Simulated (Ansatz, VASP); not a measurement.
**Zn: VASP beside Ansatz**

```
Zn
1.0
    -0.24240    1.77873    1.77873
     1.77873   -0.24240    1.77873
     1.77873    1.77873   -0.24240
Zn
1
Direct
  0.00000 0.00000 0.00000
```

Alike in both runs: task single point; functional PBE; k mesh 22 × 22 × 22; occupations gaussian, width 0.15 eV; no spin polarisation.

|  | VASP | Ansatz |
| --- | --- | --- |
| version | VASP 6.6.1 | Ansatz 0.2.0 |
| potentials or method | VASP PAW PBE potentials, release 64 (Zn), cutoff 520 eV | scalar-relativistic, plane waves, PAW |
| valence electrons in the cell | 12 | 12 |

|  | VASP | Ansatz | Ansatz less VASP |
| --- | --- | --- | --- |
| gap on the k mesh at the Fermi level (eV) | none | none | - |
| pressure (GPa) | 15.3 | 14.8 | -0.48 |
| traceless stress, the component that is largest in VASP (GPa) | 5.71 | 5.62 | -0.089 |

A gap of «none» marks a metal or a gap that the smearing closes. With one functional, cell and mesh, what is left measures potentials, basis and numerics.
